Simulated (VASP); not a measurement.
Write the native input for VASP 6.6.1 that does the following.

```
Task                   : single point
Functional             : PBE
Dispersion             : D3(BJ)
Potentials or basis    : VASP PAW PBE potentials, release 64 (Sn_d, Se)
Cutoff                 : 520 eV
k mesh                 : 10 × 10 × 10
Occupations            : gaussian, width 0.01 eV
Spin                   : no spin polarisation
Dipole correction      : no
Further INCAR settings : ALGO = Normal; EDIFF = 1e-07; NBANDS = 17
```

The structure of SnSe lies in POSCAR:

```
SnSe
1.0
    0.0000000000      2.7342322855      2.7342322855
    2.7342322855      0.0000000000      2.7342322855
    2.7342322855      2.7342322855      0.0000000000
Sn Se
1 1
Direct
    0.0000000000      0.0000000000      0.0000000000
    0.5000000000      0.5000000000      0.5000000000
```

One way to write it, as run:

INCAR

```
  PREC = Accurate
  ENCUT = 520
  EDIFF = 1E-7
  ISMEAR = 0
  SIGMA = 0.01
  LREAL = F
  LASPH = T
  NELM = 80
  ALGO = Normal
  ISIF = 2
  LWAVE = F
  LCHARG = F
  GGA = PE
  IVDW = 12
  NBANDS = 17
```

KPOINTS

```
regular mesh
0
Gamma
  10 10 10
```

Potentials or basis: VASP PAW PBE potentials, release 64 (Sn_d, Se).

Run with:

```sh
$ cat potpaw_PBE.64/Sn_d/POTCAR potpaw_PBE.64/Se/POTCAR > POTCAR
$ mpirun -np 1 vasp_std > vasp.out
```

It gave:

```json
{
 "Pressure": "25.1 GPa",
 "Band gap on the k mesh": "0.13 eV, indirect (least direct gap 0.37 eV)",
 "Dispersion energy per atom": "-0.474 eV"
}
```

Caveat: spin-orbit coupling is left out, which moves the levels of the heavy elements.

Run time: 66 s on 1 thread of AMD EPYC 7R13, on a shared host, peak memory 0.17 GiB.
